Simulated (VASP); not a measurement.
# ZnAg (Pm-3m) in VASP: relaxation of cell and atoms with LDA

Aim: the relaxation of cell and atoms of ZnAg with LDA.

All numbers are computed with VASP 6.6.1; they aren't measurements. Logs are shortened: lines on timing, memory, paths and dates and some standing lists are left out, and cuts for length are marked.

**1. The cell of the first run**

It takes space group Pm-3m (No. 221, cubic). The conventional cell has a = 3.156 Å, b = 3.156 Å, c = 3.156 Å, α = 90.00°, β = 90.00°, γ = 90.00°. Zn (site symmetry m-3m) has 8 Ag at 2.73 Å and 6 Zn at 3.16 Å within 3.6 Å. Within 3.6 Å of Ag (site symmetry m-3m) lie 8 Zn at 2.73 Å and 6 Ag at 3.16 Å.

**2. Relaxation of cell and atoms, LDA**

INCAR reads:

```
SYSTEM = ZnAg
PREC     = Accurate       ! precision mode
ENCUT    = 630            ! plane-wave cutoff, eV
EDIFF    = 1E-7           ! SCF threshold, eV
ISMEAR   = -1             ! smearing method
SIGMA    = 0.1            ! smearing width, eV
LREAL    = .FALSE.        ! projectors in reciprocal space
LASPH    = .TRUE.         ! aspherical terms in the spheres
NELM     = 120            ! most SCF steps
ALGO     = Normal         ! electronic algorithm
ISIF     = 3              ! what is computed and relaxed
LWAVE    = .FALSE.        ! write WAVECAR
LCHARG   = .FALSE.        ! write CHGCAR
IBRION   = 2              ! ionic algorithm
NSW      = 80             ! ionic steps
EDIFFG   = -0.005         ! ionic threshold
GGA_COMPAT= .FALSE.      
NELMIN   = 4
```

KPOINTS reads:

```
Automatic mesh
0
G
  10 10 10
  0 0 0
```

POSCAR reads:

```
ZnAg
1.0
    3.1560000000      0.0000000000      0.0000000000
    0.0000000000      3.1560000000      0.0000000000
    0.0000000000      0.0000000000      3.1560000000
Zn Ag
1 1
Direct
    0.5000000000      0.5000000000      0.5000000000
    0.0000000000      0.0000000000      0.0000000000
```

Potentials or basis: VASP PAW LDA potentials, release 64 (Zn, Ag_sv_GW).

Command:

```sh
> cat potpaw_LDA.64/Zn/POTCAR potpaw_LDA.64/Ag_sv_GW/POTCAR > POTCAR
> mpirun -np 1 vasp_std > vasp.out
```

OUTCAR:

```text
SYSTEM = ZnAg
   PREC = Accurate
   ENCUT = 630
   EDIFF = 1E-7
   ISMEAR = -1
   LREAL = .FALSE.
   LASPH = .TRUE.
   NELM = 120
   ISIF = 3
   IBRION = 2
   NSW = 80
   EDIFFG = -0.005
   NELMIN = 4

 ion  position               nearest neighbor table
   1  0.500  0.500  0.500-   2 2.73   2 2.73   2 2.73   2 2.73   2 2.73   2 2.73   2 2.73   2 2.73

   2  0.000  0.000  0.000-   1 2.73   1 2.73   1 2.73   1 2.73   1 2.73   1 2.73   1 2.73   1 2.73

  LATTYP: Found a simple cubic cell.
 ALAT       =     3.1560000000

  Lattice vectors:

 A1 = (   3.1560000000,   0.0000000000,   0.0000000000)
 A2 = (   0.0000000000,   3.1560000000,   0.0000000000)
 A3 = (   0.0000000000,   0.0000000000,   3.1560000000)

Analysis of symmetry for initial positions (statically):
=====================================================================
 Subroutine PRICEL returns:
 Original cell was already a primitive cell.

 Routine SETGRP: Setting up the symmetry group for a
 simple cubic supercell.

 Subroutine GETGRP returns: Found 48 space group operations
 (whereof 48 operations were pure point group operations)
 out of a pool of 48 trial point group operations.

The static configuration has the point symmetry O_h .

Analysis of symmetry for dynamics (positions and initial velocities):
=====================================================================
 Subroutine PRICEL returns:
 Original cell was already a primitive cell.

 Routine SETGRP: Setting up the symmetry group for a
 simple cubic supercell.

 Subroutine GETGRP returns: Found 48 space group operations
 (whereof 48 operations were pure point group operations)
 out of a pool of 48 trial point group operations.

The dynamic configuration has the point symmetry O_h .

 Subroutine INISYM returns: Found 48 space group operations
 (whereof 48 operations are pure point group operations),
 and found     1 'primitive' translations

----------------------------------------------------------------------------------------

                                     Primitive cell

  volume of cell :      31.4348

  direct lattice vectors                    reciprocal lattice vectors
     3.156000000  0.000000000  0.000000000     0.316856781  0.000000000  0.000000000
     0.000000000  3.156000000  0.000000000     0.000000000  0.316856781  0.000000000
     0.000000000  0.000000000  3.156000000     0.000000000  0.000000000  0.316856781

[... 86 lines left out ...]
   NSW    =     80    number of steps for IOM
   IBRION =      2    ionic relax: 0-MD 1-quasi-New 2-CG
   NFREE  =      1    steps in history (QN), initial steepest desc. (CG)
   ISIF   =      3    stress and relaxation
   ISYM   =      2    0-nonsym 1-usesym 2-fastsym
   POTIM  = 0.5000    time-step for ionic-motion
   TEBEG  =    0.0;   TEEND  =   0.0 temperature during run
   PSTRESS=    0.0 pullay stress
   NELECT =      31.0000    total number of electrons
   NUPDOWN=      -1.0000    fix difference up-down
   EMIN   =  10.00;   EMAX   =-10.00  energy-range for DOS
   EFERMI =   0.00;   METHOD = LEGACY
   ISMEAR =    -1;   SIGMA  =   0.10  broadening in eV -4-tet -1-fermi 0-gaus
   EFERMI_NEDOS =   21; number of points for ismear=-14 and -15
   IALGO  =     38    algorithm
   IMIX   =      4    mixing-type and parameters
     AMIX     =   0.40;   BMIX     =  1.00
     AMIX_MAG =   1.60;   BMIX_MAG =  1.00
  volume/ion in A,a.u.               =      15.72       106.07
  Fermi-wavevector in a.u.,A,eV,Ry     =   1.629515  3.079337 36.127817  2.655320
  Thomas-Fermi vector in A             =   2.721969
   LORBIT       =      0    0 simple, 1 ext, 2 COOP (PROOUT), +10 PAW based schemes
   GGA     = CA    functional components
   LHFCALC =     F    Hartree Fock is set to
   AEXX    =    0.0000 exact exchange contribution
   IVDW    =     0    specifies the selected vdW correction
   LEPSILON=     F    determine dielectric tensor
   LRPA    =     F    only Hartree local field effects (RPA)
 conjugate gradient relaxation of ions
 non-spin polarized calculation
  energy-cutoff  :      630.00
  volume of cell :       31.43
 maximum number of plane-waves:      1145
 NGX is ok and might be reduce to    28
   NGX = 13   NGY = 13   NGZ = 13

--------------------------------------- Ionic step        1  -------------------------------------------

 number of electron      30.9999994 magnetization

 Free energy of the ion-electron system (eV)
  ---------------------------------------------------
  ext. energy  EPLUGINS =         0.00000000
  ---------------------------------------------------
  free energy    TOTEN  =        -3.67731130 eV

  energy without entropy =       -3.65738961  energy(sigma->0) =       -3.66735045

------------------------ aborting loop because EDIFF is reached ----------------------------------------

  FORCE on cell =-STRESS in cart. coord.  units (eV):
  Direction    XX          YY          ZZ          XY          YZ          ZX
  --------------------------------------------------------------------------------------
  -------------------------------------------------------------------------------------
  Total       -1.5364397     -1.5364397     -1.5364397     -0.0000000     -0.0000000      0.0000000
  in kB      -78.3096210    -78.3096210    -78.3096210     -0.0000000     -0.0000000      0.0000000
  external PRESSURE =     -78.3096210 kB  Pullay stress =       0.0000000 kB
[... 23 lines left out ...]
--------------------------------------- Ionic step        2  -------------------------------------------

 number of electron      31.0000005 magnetization

 E-fermi :   6.8093     XC(G=0): -13.2855

 val. band max:        6.7788694545   @ k =   0.4000   0.4000   0.4000
 cond. band min:       6.9069741931   @ k =   0.3000   0.1000   0.1000
 fundamental gap:      0.1281047386
 Fermi energy:         6.8092943074

 k-point     1 :       0.0000    0.0000    0.0000
  band No.  band energies     occupation
      1     -85.7801      2.00000
      2     -49.5140      2.00000
      3     -49.5140      2.00000
      4     -49.5140      2.00000
      5      -3.7471      2.00000
      6      -1.8234      2.00000
[... 662 lines left out ...]
--------------------------------------- Ionic step        6  -------------------------------------------

 number of electron      31.0000002 magnetization

 Free energy of the ion-electron system (eV)
  ---------------------------------------------------
  ext. energy  EPLUGINS =         0.00000000
  ---------------------------------------------------
  free energy    TOTEN  =        -3.73398134 eV

  energy without entropy =       -3.71451148  energy(sigma->0) =       -3.72424641

 E-fermi :   6.2937     XC(G=0): -13.0309

 val. band max:        6.2410907513   @ k =   0.4000   0.4000   0.4000
 cond. band min:       6.3880344060   @ k =   0.3000   0.1000   0.1000
 fundamental gap:      0.1469436547
 Fermi energy:         6.2937233507

 k-point     1 :       0.0000    0.0000    0.0000
  band No.  band energies     occupation
      1     -86.1299      2.00000
      2     -49.8648      2.00000
      3     -49.8648      2.00000
      4     -49.8648      2.00000
      5      -3.8773      2.00000
      6      -2.0955      2.00000
[... 548 lines left out ...]
  FREE ENERGIE OF THE ION-ELECTRON SYSTEM (eV)
  ---------------------------------------------------
  free  energy   TOTEN  =        -3.7339813386 eV

  energy  without entropy=       -3.7145114787  energy(sigma->0) =       -3.72424641

 reached required accuracy - stopping structural energy minimisation
```

It took 74 s on 1 thread of Intel Xeon 6975P-C (Granite Rapids), shared host; peak memory 0.2 GiB.

Results:

- Free energy: -3.7340 eV
- Relaxed volume: 14.64 Å³/atom
- Relaxed cell: a = 3.082 Å, b = 3.082 Å, c = 3.082 Å, α = 90.00°, β = 90.00°, γ = 90.00°
- Space group after relaxing (to 0.1 Å): Pm-3m (No. 221)
- Energy gained by relaxing: 28.3 meV/atom
- Ionic steps: 6
- Pressure after relaxing: 0.0 GPa
- Band gap on the k mesh: zero (an odd number of electrons rules out a gap without spin polarisation)

The path:
| step | energy change (eV) | largest force (eV/Å) | pressure (GPa) | volume (Å³) |
| --- | --- | --- | --- | --- |
| 1 | 0.0000 | 0.0000 | -7.83 | 31.43 |
| 2 | -0.0342 | 0.0000 | 6.21 | 28.07 |
| 3 | -0.0567 | 0.0000 | -0.07 | 29.28 |
| 4 | -0.0567 | 0.0000 | 0.17 | 29.24 |
| 5 | -0.0567 | 0.0000 | -0.10 | 29.30 |
| 6 | -0.0567 | 0.0000 | 0.02 | 29.27 |

Final structure:
```
CELL_PARAMETERS angstrom
3.08199 0.00000 0.00000
0.00000 3.08199 0.00000
0.00000 0.00000 3.08199
ATOMIC_POSITIONS crystal
Zn 0.50000 0.50000 0.50000
Ag 0.00000 0.00000 0.00000
```

LDA usually gives volumes a few per cent too small. Zero-point motion and thermal expansion aren't in these numbers.

The gap in the log of VASP goes by the Fermi energy; the results here count the filled bands.